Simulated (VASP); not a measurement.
# Si in VASP: further runs

Si is run at these levels: LDA; tasks: single point.

Everything below comes from runs of VASP 6.6.1. Logs are shortened: lines on timing, memory, paths and dates and some standing lists are left out, and cuts for length are marked.

### 1 The cell of the first run

The cell holds a slab with vacuum, 5 atoms: a = 3.820 Å, b = 3.820 Å, c = 19.377 Å, α = 90.00°, β = 90.00°, γ = 120.00°.

### 2 Single point, LDA, collinear spin

File INCAR:

```
SYSTEM = Si
PREC = Accurate ; ENCUT = 520
EDIFF = 1E-7 ; ISMEAR = 0
SIGMA = 0.05 ; LREAL = .False.
LASPH = .True. ; NELM = 150
ALGO = Normal ; ISIF = 2
LWAVE = .False. ; LCHARG = .True.
ISPIN = 2 ; MAGMOM = 0 0 0 0 2
LORBIT = 11 ; LDIPOL = .True.
IDIPOL = 3 ; DIPOL = 0.5 0.5 0.345
GGA = CA ; LELF = .True.
LVHAR = .True. ; LVACPOTAV = .True.
NBANDS = 22
```

File KPOINTS:

```
Automatic mesh
0
Gamma
  9 9 1
  0 0 0
```

File POSCAR:

```
Si
1.0
    3.8195065206      0.0000000000      0.0000000000
   -1.9097532603      3.3077896768      0.0000000000
    0.0000000000      0.0000000000     19.3772904594
Si
5
Direct
    0.3333333333      0.6666666667      0.2064272096
    0.0000000000      0.0000000000      0.2466626339
    0.0000000000      0.0000000000      0.3734220759
    0.6666666667      0.3333333334      0.4065217723
    0.6666666667      0.8333333334      0.4930154205
```

Potentials or basis: VASP PAW LDA potentials, release 64 (Si).

Run with:

```
$ cat potpaw_LDA.64/Si/POTCAR > POTCAR
$ mpirun -np 1 vasp_std > vasp.out
```

OUTCAR:

```text
SYSTEM = Si
   PREC = Accurate
   ENCUT = 520
   EDIFF = 1E-7
   ISMEAR = 0
   LREAL = .False.
   LASPH = .True.
   NELM = 150
   ISIF = 2
   ISPIN = 2
   LORBIT = 11
   GGA = CA

 ion  position               nearest neighbor table
   1  0.333  0.667  0.206-   2 2.34   2 2.34   2 2.34
   2  0.000  0.000  0.247-   1 2.34   1 2.34   1 2.34   3 2.46
   3  0.000  0.000  0.373-   4 2.30   4 2.30   4 2.30   2 2.46   5 2.57
   4  0.667  0.333  0.407-   3 2.30   3 2.30   3 2.30   5 2.54   5 2.54
   5  0.667  0.833  0.493-   4 2.54   4 2.54   3 2.57

  LATTYP: Found a hexagonal cell.
 ALAT       =     3.8195065206
 C/A-ratio  =     5.0732445029

  Lattice vectors:

 A1 = (   3.8195065206,   0.0000000000,   0.0000000000)
 A2 = (  -1.9097532603,   3.3077896768,   0.0000000000)
 A3 = (   0.0000000000,   0.0000000000,  19.3772904594)

Analysis of symmetry for initial positions (statically):
=====================================================================
 Subroutine PRICEL returns:
 Original cell was already a primitive cell.

 Routine SETGRP: Setting up the symmetry group for a
 hexagonal supercell.

 Subroutine GETGRP returns: Found  2 space group operations
 (whereof  2 operations were pure point group operations)
 out of a pool of 24 trial point group operations.

The static configuration has the point symmetry C_1h.

Analysis of symmetry for dynamics (positions and initial velocities):
=====================================================================
 Subroutine PRICEL returns:
 Original cell was already a primitive cell.

 Routine SETGRP: Setting up the symmetry group for a
 hexagonal supercell.

 Subroutine GETGRP returns: Found  2 space group operations
 (whereof  2 operations were pure point group operations)
 out of a pool of 24 trial point group operations.

The dynamic configuration has the point symmetry C_1h.

Analysis of structural, dynamic, and magnetic symmetry:
=====================================================================
 Subroutine PRICEL returns:
 Original cell was already a primitive cell.

 Routine SETGRP: Setting up the symmetry group for a
 hexagonal supercell.

 Subroutine GETGRP returns: Found  2 space group operations
 (whereof  2 operations were pure point group operations)
 out of a pool of 24 trial point group operations.

The overall configuration has the point symmetry C_1h.

 Subroutine INISYM returns: Found  2 space group operations
 (whereof  2 operations are pure point group operations),
 and found     1 'primitive' translations

[... 140 lines left out ...]

 dipolmoment           0.000000      0.000000     -0.021878 electrons x Angstroem

 Free energy of the ion-electron system (eV)
  ---------------------------------------------------
  ext. energy  EPLUGINS =         0.00000000
  ---------------------------------------------------
  free energy    TOTEN  =       -26.15330635 eV

  energy without entropy =      -26.14905195  energy(sigma->0) =      -26.15117915

 E-fermi :  -0.6108     XC(G=0):  -4.7229

 val. band max:       -0.6199066978   @ k =   0.3333   0.2222   0.0000
 cond. band min:      -0.5721545773   @ k =   0.4444   0.1111   0.0000
 fundamental gap:      0.0477521205
 Fermi energy:        -0.6108433979

 spin component 1

 k-point     1 :       0.0000    0.0000    0.0000
  band No.  band energies     occupation
      1     -13.0720      1.00000
      2     -11.1535      1.00000
      3      -8.1665      1.00000
      4      -4.9310      1.00000
      5      -2.8382      1.00000
      6      -2.3382      1.00000
[... 589 lines left out ...]
     21       6.6334      0.00000
     22       6.8717      0.00000

 [... further k-points ...]

 spin component 2

 k-point     1 :       0.0000    0.0000    0.0000
  band No.  band energies     occupation
      1     -13.0719      1.00000
      2     -11.1522      1.00000
      3      -8.1662      1.00000
      4      -4.9296      1.00000
      5      -2.8381      1.00000
      6      -2.3378      1.00000
[... 589 lines left out ...]
     21       6.6343      0.00000
     22       6.8730      0.00000

 [... further k-points ...]

------------------------ aborting loop because EDIFF is reached ----------------------------------------

  FORCE on cell =-STRESS in cart. coord.  units (eV):
  Direction    XX          YY          ZZ          XY          YZ          ZX
  --------------------------------------------------------------------------------------
  -------------------------------------------------------------------------------------
  Total       -1.1229404     -2.0679670     -0.3118807      0.8184171      0.0571845      0.0990464
  in kB       -7.3490143    -13.5336829     -2.0410840      5.3560802      0.3742402      0.6482031
  external PRESSURE =      -7.6412604 kB  Pullay stress =       0.0000000 kB

 VOLUME and BASIS-vectors are now :
 -----------------------------------------------------------------------------
  energy-cutoff  :      520.00
  volume of cell :      244.82
      direct lattice vectors                 reciprocal lattice vectors
     3.819506521  0.000000000  0.000000000     0.261813927  0.151158341  0.000000000
    -1.909753260  3.307789677  0.000000000     0.000000000  0.302316682  0.000000000
     0.000000000  0.000000000 19.377290459     0.000000000  0.000000000  0.051606802

 POSITION                                       TOTAL-FORCE (eV/Angst)
 -----------------------------------------------------------------------------------
     -0.00000      2.20519      4.00000        -0.000766     -0.000442      0.608567
      0.00000      0.00000      4.77965        -0.117044     -0.067575     -0.442619
      0.00000      0.00000      7.23591         0.468320      0.270385     -1.087839
      1.90975      1.10260      7.87729        -0.370656     -0.213998      0.927710
      0.95488      2.75649      9.55330         0.020145      0.011631     -0.005818
 -----------------------------------------------------------------------------------
    total drift:                                0.000002      0.000001     -0.000113

  FREE ENERGIE OF THE ION-ELECTRON SYSTEM (eV)
  ---------------------------------------------------
  free  energy   TOTEN  =       -26.1533063499 eV

  energy  without entropy=      -26.1490519541  energy(sigma->0) =      -26.15117915

 vacuum level on the upper side and lower side of the slab         4.281         4.595

 total charge

# of ion       s       p       d       tot
------------------------------------------
    1        0.809   0.854   0.000   1.663
    2        0.780   0.897   0.000   1.677
    3        0.791   0.907   0.000   1.698
    4        0.770   0.928   0.000   1.699
    5        0.919   0.632   0.000   1.552
--------------------------------------------------
tot          4.069   4.219   0.000   8.288

 magnetization (x)

# of ion       s       p       d       tot
------------------------------------------
    1        0.000   0.001   0.000   0.001
    2        0.000   0.000   0.000   0.000
    3        0.000   0.000   0.000   0.000
    4        0.000   0.000   0.000   0.000
    5       -0.000  -0.000   0.000  -0.000
--------------------------------------------------
tot          0.000   0.001   0.000   0.002
```

OSZICAR:

```text
N       E                     dE             d eps       ncg     rms          rms(c)
DAV:   1     0.689286248466E+02    0.68929E+02   -0.64582E+03  2200   0.664E+02
DAV:   2    -0.202024602047E+02   -0.89131E+02   -0.85149E+02  3048   0.119E+02
DAV:   3    -0.262948366526E+02   -0.60924E+01   -0.59743E+01  2808   0.302E+01
[... 20 lines left out ...]
DAV:  24    -0.261533036244E+02   -0.58554E-05   -0.39524E-07  2522   0.113E-03    0.766E-04
DAV:  25    -0.261533051120E+02   -0.14876E-05   -0.98643E-08  2620   0.602E-04    0.703E-04
DAV:  26    -0.261533059316E+02   -0.81963E-06   -0.12754E-07  2602   0.651E-04    0.649E-04
DAV:  27    -0.261533062961E+02   -0.36450E-06   -0.18681E-07  2670   0.745E-04    0.595E-04
DAV:  28    -0.261533063499E+02   -0.53722E-07   -0.35704E-07  2660   0.996E-04
   1 F= -.26153306E+02 E0= -.26151179E+02  d E =-.425440E-02  mag=     0.0043
```

stdout:

```text
POSCAR found type information on POSCAR Si
 POSCAR found :  1 types and       5 ions
 scaLAPACK will be used
 LDA part: xc-table for (Slater(with rela. corr.)+CA(PZ))
 , standard interpolation
 POSCAR, INCAR and KPOINTS ok, starting setup
 FFT: planning ... GRIDC
 FFT: planning ... GRID_SOFT
 FFT: planning ... GRID
 WAVECAR not read
 entering main loop
 -----------------------------------------------------------------------------
|                                                                             |
|           W    W    AA    RRRRR   N    N  II  N    N   GGGG   !!!           |
|           W    W   A  A   R    R  NN   N  II  NN   N  G    G  !!!           |
|           W    W  A    A  R    R  N N  N  II  N N  N  G       !!!           |
|           W WW W  AAAAAA  RRRRR   N  N N  II  N  N N  G  GGG   !            |
|           WW  WW  A    A  R   R   N   NN  II  N   NN  G    G                |
|           W    W  A    A  R    R  N    N  II  N    N   GGGG   !!!           |
|                                                                             |
|     Did not find any points to average over, which means that no vacuum     |
|     field-free region was found. Please increase the size of  your cell     |
|     in the dimension of the dipole correction to obtain accurate            |
|     workfunction values.                                                    |
|                                                                             |
 -----------------------------------------------------------------------------
```

Run time: 11 min. Hardware: 1 thread of Intel Xeon 8259CL, shared host; peak memory 0.39 GiB.

What came out:

| Quantity | Value |
| --- | --- |
| Free energy | -26.1533 eV |
| Largest force | 1.215 eV/Å |
| Band gap on the k mesh | zero (filled and empty bands overlap) |
| Net moment | 0.00 μB per cell |
| Valence electrons inside the program's atomic spheres | Si 1.66, 1.68, 1.70, 1.55 (each value once) |

Forces on the atoms (eV/Å):
```
Si  -0.001  0.000  0.609
Si  -0.117 -0.068 -0.443
Si   0.468  0.270 -1.088
Si  -0.371 -0.214  0.928
Si   0.020  0.012 -0.006
```

### 3 Single point, LDA, collinear spin

File INCAR:

```
SYSTEM = Si
PREC = Accurate
ENCUT = 520
EDIFF = 1E-6
ISMEAR = 0
SIGMA = 0.05
LREAL = .False.
LASPH = .True.
NELM = 150
ALGO = Normal
ISIF = 2
LWAVE = .False.
LCHARG = .False.
ISPIN = 2
MAGMOM = 0 0 0 0 2
LORBIT = 11
LDIPOL = .True.
IDIPOL = 3
DIPOL = 0.5 0.5 0.349
GGA = CA
NBANDS = 22
```

KPOINTS is that of step 2.

File POSCAR:

```
Si
1.0
    3.8195065206      0.0000000000      0.0000000000
   -1.9097532603      3.3077896768      0.0000000000
    0.0000000000      0.0000000000     19.3772904594
Si
5
Direct
    0.3333333334      0.6666666667      0.2064272096
    0.0000000000      0.0000000000      0.2466626339
    0.0000000000      0.0000000000      0.3734220759
    0.6666666667      0.3333333333      0.4065217723
    0.8333333334      0.6666666667      0.5138380720
```

Potentials or basis: VASP PAW LDA potentials, release 64 (Si).

Run with:

```
$ cat potpaw_LDA.64/Si/POTCAR > POTCAR
$ mpirun -np 1 vasp_std > vasp.out
```

OUTCAR:

```text
SYSTEM = Si
   PREC = Accurate
   ENCUT = 520
   EDIFF = 1E-6
   ISMEAR = 0
   LREAL = .False.
   LASPH = .True.
   NELM = 150
   ISIF = 2
   ISPIN = 2
   LORBIT = 11
   GGA = CA

 ion  position               nearest neighbor table
   1  0.333  0.667  0.206-   2 2.34   2 2.34   2 2.34
   2  0.000  0.000  0.247-   1 2.34   1 2.34   1 2.34   3 2.46
   3  0.000  0.000  0.373-   4 2.30   4 2.30   4 2.30   2 2.46   5 2.94
   4  0.667  0.333  0.407-   3 2.30   3 2.30   3 2.30   5 2.35
   5  0.833  0.667  0.514-   4 2.35   3 2.94

  LATTYP: Found a hexagonal cell.
 ALAT       =     3.8195065206
 C/A-ratio  =     5.0732445029

  Lattice vectors:

 A1 = (   3.8195065206,   0.0000000000,   0.0000000000)
 A2 = (  -1.9097532603,   3.3077896768,   0.0000000000)
 A3 = (   0.0000000000,   0.0000000000,  19.3772904594)

[... 1437 lines left out ...]
      0.00000      2.20519      4.00000        -0.000000     -0.123515      0.688091
      0.00000      0.00000      4.77965         0.000000      0.062105     -0.554253
      0.00000      0.00000      7.23591         0.000000      0.252108     -0.840092
      1.90975      1.10260      7.87729        -0.000000     -0.245133      0.728009
      1.90975      2.20519      9.95679         0.000000      0.054435     -0.021755
 -----------------------------------------------------------------------------------
    total drift:                               -0.000000     -0.000003     -0.000100

  FREE ENERGIE OF THE ION-ELECTRON SYSTEM (eV)
  ---------------------------------------------------
  free  energy   TOTEN  =       -26.0048193073 eV

  energy  without entropy=      -26.0015431232  energy(sigma->0) =      -26.00318122

 vacuum level on the upper side and lower side of the slab         4.354         4.524

 total charge

# of ion       s       p       d       tot
------------------------------------------
    1        0.808   0.856   0.000   1.664
    2        0.776   0.903   0.000   1.679
    3        0.788   0.917   0.000   1.705
    4        0.770   0.954   0.000   1.724
    5        0.930   0.598   0.000   1.529
--------------------------------------------------
tot          4.074   4.228   0.000   8.301

 magnetization (x)

# of ion       s       p       d       tot
------------------------------------------
    1       -0.000  -0.000   0.000  -0.000
    2        0.000  -0.000   0.000   0.000
    3        0.000  -0.000   0.000  -0.000
    4       -0.000  -0.000   0.000  -0.000
    5       -0.000   0.000   0.000  -0.000
--------------------------------------------------
tot         -0.000  -0.000   0.000  -0.000
```

Wall time 3.4 min (1 thread of Intel Xeon 6975P-C (Granite Rapids), shared host); peak memory 0.4 GiB.

What came out:

```
Free energy                                           : -26.0048 eV
Largest force                                         : 0.877 eV/Å
Band gap on the k mesh                                : zero (filled and empty bands overlap)
Net moment                                            : 0.00 μB per cell
Valence electrons inside the program's atomic spheres : Si 1.66, 1.68, 1.71, 1.72, 1.53
```

Forces on the atoms (eV/Å):
```
Si   0.000 -0.124  0.688
Si   0.000  0.062 -0.554
Si   0.000  0.252 -0.840
Si   0.000 -0.245  0.728
Si   0.000  0.054 -0.022
```

(Part 1 of 2 ends here.)
